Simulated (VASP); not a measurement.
# Pt (Fm-3m) in VASP: a series of runs

Runs on Pt. Level: LDA. Tasks: single point, relaxation of volume and atoms at fixed shape.

Program: VASP 6.6.1. These are calculated values, not measurements. Logs are shortened: lines on timing, memory, paths and dates and some standing lists are left out, and cuts for length are marked.

## 1. The cell of the first run

The structure is cubic, space group Fm-3m (No. 225). The conventional cell has a = 3.891 Å, b = 3.891 Å, c = 3.891 Å, α = 90.00°, β = 90.00°, γ = 90.00°. Within 3.6 Å of Pt (site symmetry m-3m) lie 12 Pt at 2.75 Å.

## 2. Single point, LDA

Contents of INCAR:

```
PREC = Accurate ; ENCUT = 520
EDIFF = 1E-6 ; ISMEAR = 1
SIGMA = 0.05 ; LREAL = F
LASPH = T ; NELM = 80
ALGO = Normal ; ISIF = 2
LWAVE = F ; LCHARG = F
GGA = CA ; NBANDS = 11
```

Contents of KPOINTS:

```
Automatic mesh
0
Gamma
  8 8 8
```

Contents of POSCAR:

```
Pt
1.0
    0.0000000000      1.9453648074      1.9453648074
    1.9453648074      0.0000000000      1.9453648074
    1.9453648074      1.9453648074      0.0000000000
Pt
1
Direct
    0.0000000000      0.0000000000      0.0000000000
```

Potentials or basis: VASP PAW LDA potentials, release 64 (Pt).

Launch:

```bash
$ cat potpaw_LDA.64/Pt/POTCAR > POTCAR
$ mpirun -np 1 vasp_std > vasp.out
```

OUTCAR:

```text
PREC = Accurate
   ENCUT = 520
   EDIFF = 1E-6
   ISMEAR = 1
   LREAL = F
   LASPH = T
   NELM = 80
   ISIF = 2
   GGA = CA

 ion  position               nearest neighbor table
   1  0.000  0.000  0.000-

  LATTYP: Found a face centered cubic cell.
 ALAT       =     3.8907296148

  Lattice vectors:

 A1 = (   0.0000000000,   1.9453648074,   1.9453648074)
 A2 = (   1.9453648074,   0.0000000000,   1.9453648074)
 A3 = (   1.9453648074,   1.9453648074,   0.0000000000)

Analysis of symmetry for initial positions (statically):
=====================================================================
 Subroutine PRICEL returns:
 Original cell was already a primitive cell.

 Routine SETGRP: Setting up the symmetry group for a
 face centered cubic supercell.

 Subroutine GETGRP returns: Found 48 space group operations
 (whereof 48 operations were pure point group operations)
 out of a pool of 48 trial point group operations.

The static configuration has the point symmetry O_h .

Analysis of symmetry for dynamics (positions and initial velocities):
=====================================================================
 Subroutine PRICEL returns:
 Original cell was already a primitive cell.

 Routine SETGRP: Setting up the symmetry group for a
 face centered cubic supercell.

 Subroutine GETGRP returns: Found 48 space group operations
 (whereof 48 operations were pure point group operations)
 out of a pool of 48 trial point group operations.

The dynamic configuration has the point symmetry O_h .

 Subroutine INISYM returns: Found 48 space group operations
 (whereof 48 operations are pure point group operations),
 and found     1 'primitive' translations

----------------------------------------------------------------------------------------

                                     Primitive cell

  volume of cell :      14.7242

  direct lattice vectors                    reciprocal lattice vectors
     0.000000000  1.945364807  1.945364807    -0.257021201  0.257021201  0.257021201
     1.945364807  0.000000000  1.945364807     0.257021201 -0.257021201  0.257021201
     1.945364807  1.945364807  0.000000000     0.257021201  0.257021201 -0.257021201

  length of vectors
     2.751161294  2.751161294  2.751161294     0.445173779  0.445173779  0.445173779

  position of ions in fractional coordinates (direct lattice)
[... 76 lines left out ...]
   NELM   =     80;   NELMIN=  2; NELMDL= -5     # of ELM steps
   EDIFF  = 0.1E-05   stopping-criterion for ELM
   LREAL  =      F    real-space projection
   EDIFFG = 0.1E-04   stopping-criterion for IOM
   NSW    =      0    number of steps for IOM
   IBRION =     -1    ionic relax: 0-MD 1-quasi-New 2-CG
   NFREE  =      0    steps in history (QN), initial steepest desc. (CG)
   ISIF   =      2    stress and relaxation
   ISYM   =      2    0-nonsym 1-usesym 2-fastsym
   POTIM  = 0.5000    time-step for ionic-motion
   TEBEG  =    0.0;   TEEND  =   0.0 temperature during run
   PSTRESS=    0.0 pullay stress
   NELECT =      10.0000    total number of electrons
   NUPDOWN=      -1.0000    fix difference up-down
   EMIN   =  10.00;   EMAX   =-10.00  energy-range for DOS
   EFERMI =   0.00;   METHOD = LEGACY
   ISMEAR =     1;   SIGMA  =   0.05  broadening in eV -4-tet -1-fermi 0-gaus
   EFERMI_NEDOS =   21; number of points for ismear=-14 and -15
   IALGO  =     38    algorithm
   IMIX   =      4    mixing-type and parameters
     AMIX     =   0.40;   BMIX     =  1.00
     AMIX_MAG =   1.60;   BMIX_MAG =  1.00
  volume/ion in A,a.u.               =      14.72        99.36
  Fermi-wavevector in a.u.,A,eV,Ry     =   1.439010  2.719334 28.174257  2.070749
  Thomas-Fermi vector in A             =   2.557913
   LORBIT       =      0    0 simple, 1 ext, 2 COOP (PROOUT), +10 PAW based schemes
   GGA     = CA    functional components
   LHFCALC =     F    Hartree Fock is set to
   AEXX    =    0.0000 exact exchange contribution
   IVDW    =     0    specifies the selected vdW correction
   LEPSILON=     F    determine dielectric tensor
   LRPA    =     F    only Hartree local field effects (RPA)
 non-spin polarized calculation
 Methfessel and Paxton  Order N= 1 SIGMA  =   0.05
  energy-cutoff  :      520.00
  volume of cell :       14.72
 maximum number of plane-waves:       415
   NGX = 11   NGY = 11   NGZ = 11

 number of electron      10.0000000 magnetization

 Free energy of the ion-electron system (eV)
  ---------------------------------------------------
  ext. energy  EPLUGINS =         0.00000000
  ---------------------------------------------------
  free energy    TOTEN  =        -7.49290225 eV

  energy without entropy =       -7.49329655  energy(sigma->0) =       -7.49303368

 E-fermi :  11.5771     XC(G=0): -13.8322

 val. band max:       11.5462889186   @ k =  -0.2500   0.1250   0.0000
 cond. band min:      11.5996520938   @ k =   0.3750   0.2500   0.1250
 fundamental gap:      0.0533631752
 Fermi energy:        11.5770781945

 k-point     1 :       0.0000    0.0000    0.0000
  band No.  band energies     occupation
      1       1.0973      2.00000
      2       7.6121      2.00000
      3       7.6121      2.00000
      4       7.6121      2.00000
      5       9.8888      2.00000
      6       9.8888      2.00000
      7      26.1669      0.00000
      8      31.2257      0.00000
      9      31.2257      0.00000
     10      31.2257      0.00000
     11      36.7770      0.00000
[... 309 lines left out ...]
 k-point    24 :      -0.3750    0.2500    0.1250
  band No.  band energies     occupation
      1       5.2974      2.00000
      2       6.5608      2.00000
      3       7.9835      2.00000
      4       8.7735      2.00000
      5      11.3743      2.00000
      6      16.0951      0.00000
      7      17.2391      0.00000
      8      26.5377      0.00000
      9      26.8361      0.00000
     10      30.8573      0.00000
     11      38.0500      0.00000

 [... further k-points ...]
[... 5 lines left out ...]
  --------------------------------------------------------------------------------------
  -------------------------------------------------------------------------------------
  Total        0.0657954      0.0657954      0.0657954      0.0000000      0.0000000      0.0000000
  in kB        7.1593384      7.1593384      7.1593384      0.0000000      0.0000000      0.0000000
  external PRESSURE =       7.1593384 kB  Pullay stress =       0.0000000 kB

 VOLUME and BASIS-vectors are now :
 -----------------------------------------------------------------------------
  energy-cutoff  :      520.00
  volume of cell :       14.72
      direct lattice vectors                 reciprocal lattice vectors
     0.000000000  1.945364807  1.945364807    -0.257021201  0.257021201  0.257021201
     1.945364807  0.000000000  1.945364807     0.257021201 -0.257021201  0.257021201
     1.945364807  1.945364807  0.000000000     0.257021201  0.257021201 -0.257021201

 POSITION                                       TOTAL-FORCE (eV/Angst)
 -----------------------------------------------------------------------------------
      0.00000      0.00000      0.00000        -0.000000      0.000000      0.000000
 -----------------------------------------------------------------------------------
    total drift:                                0.000000      0.000000      0.000000

  FREE ENERGIE OF THE ION-ELECTRON SYSTEM (eV)
  ---------------------------------------------------
  free  energy   TOTEN  =        -7.4929022539 eV

  energy  without entropy=       -7.4932965460  energy(sigma->0) =       -7.49303368
```

OSZICAR:

```text
N       E                     dE             d eps       ncg     rms          rms(c)
DAV:   1     0.390547349163E+02    0.39055E+02   -0.52473E+03   638   0.844E+02
DAV:   2    -0.738756356447E+01   -0.46442E+02   -0.44696E+02   753   0.180E+02
DAV:   3    -0.794626206882E+01   -0.55870E+00   -0.55464E+00   728   0.189E+01
DAV:   4    -0.794832974853E+01   -0.20677E-02   -0.20676E-02   719   0.134E+00
DAV:   5    -0.794834570798E+01   -0.15959E-04   -0.15958E-04   764   0.110E-01    0.141E+01
DAV:   6    -0.754930514744E+01    0.39904E+00   -0.86291E-01   695   0.746E+00    0.720E+00
DAV:   7    -0.749788140551E+01    0.51424E-01   -0.16693E-01   731   0.318E+00    0.252E+00
DAV:   8    -0.749313514625E+01    0.47463E-02   -0.61237E-03   698   0.750E-01    0.647E-01
DAV:   9    -0.749289847558E+01    0.23667E-03   -0.10607E-04   701   0.100E-01    0.238E-02
DAV:  10    -0.749290216661E+01   -0.36910E-05   -0.22356E-06   765   0.104E-02    0.255E-03
DAV:  11    -0.749290225387E+01   -0.87251E-07   -0.52801E-08   397   0.197E-03
   1 F= -.74929023E+01 E0= -.74930337E+01  d E =0.394292E-03
```

Wall time 1.9 s (1 thread of Intel Xeon 6975P-C (Granite Rapids), shared host); peak memory 0.12 GiB.

Results:

```yaml
Free_energy: -7.4929 eV
Pressure: 0.7 GPa
Band_gap_on_the_k_mesh: zero (band 5 reaches 12.09 eV, above the bottom of band 6 at 9.78 eV)
```

Caveat: spin-orbit coupling is left out, which moves the levels of the heavy elements.

## 3. Relaxation of volume and atoms at fixed shape, LDA

This run uses another cell than the first one, of 15.08 Å³/atom, 1.024 times its volume.

Contents of INCAR:

```
ALGO = Normal
EDIFF = 1E-7
EDIFFG = -0.03
ENCUT = 600
GGA = CA
IBRION = 2
ISIF = 8
ISMEAR = 1
LASPH = T
LCHARG = F
LREAL = F
LWAVE = F
NELM = 100
NSW = 60
PREC = Accurate
SIGMA = 0.05
```

Contents of KPOINTS:

```
k-points
0
Gamma
  8 8 8
```

Contents of POSCAR:

```
Pt
1.0
    0.0000000000      1.9609000000      1.9609000000
    1.9609000000      0.0000000000      1.9609000000
    1.9609000000      1.9609000000      0.0000000000
Pt
1
Direct
    0.0000000000      0.0000000000      0.0000000000
```

Potentials or basis: VASP PAW LDA potentials, release 64 (Pt).

Launch:

```bash
$ cat potpaw_LDA.64/Pt/POTCAR > POTCAR
$ mpirun -np 1 vasp_std > vasp.out
```

It took 4.2 s on 1 thread of Intel Xeon 6975P-C (Granite Rapids), shared host; peak memory 0.15 GiB.

It converged, with:

```yaml
Free_energy: -7.4931 eV
Relaxed_volume: 14.77 Å³/atom
Relaxed_cell: a = 2.754 Å, b = 2.754 Å, c = 2.754 Å, α = 60.00°, β = 60.00°, γ = 60.00°
Space_group_after_relaxing_to_0.05_Å: Fm-3m (No. 225)
Energy_gained_by_relaxing: 6.3 meV/atom
Ionic_steps: 3
Pressure_after_relaxing: -0.2 GPa
Band_gap_on_the_k_mesh: zero (band 5 reaches 12.02 eV, above the bottom of band 6 at 9.73 eV)
```

Step by step:
| step | energy change (eV) | largest force (eV/Å) | pressure (GPa) | volume (Å³) |
| --- | --- | --- | --- | --- |
| 1 | 0.0000 | 0.0000 | -6.24 | 15.08 |
| 2 | 0.0589 | 0.0000 | 24.07 | 13.83 |
| 3 | -0.0063 | 0.0000 | -0.18 | 14.77 |

Final structure:
```xyz
1
Lattice="0.0000 1.9474 1.9474 1.9474 0.0000 1.9474 1.9474 1.9474 0.0000" Properties=species:S:1:pos:R:3 pbc="T T T"
Pt    0.0000    0.0000    0.0000
```

Levels at points of the mesh, in eV from the Fermi level:
```
           k point  band 2  band 3  band 4  band 5  band 6  band 7  band 8  band 9
(0.00, 0.00, 0.00)   -3.94   -3.94   -3.94   -1.68   -1.68   14.60   19.64   19.64
(0.50, 0.00, 0.00)   -4.00   -4.00   -0.53    0.05    0.05    6.00   14.18   19.07
(0.50, 0.50, 0.00)   -6.86    0.03    0.51    0.51    1.76    9.11   11.44   11.44
```

Caveat: spin-orbit coupling is left out, which moves the levels of the heavy elements.
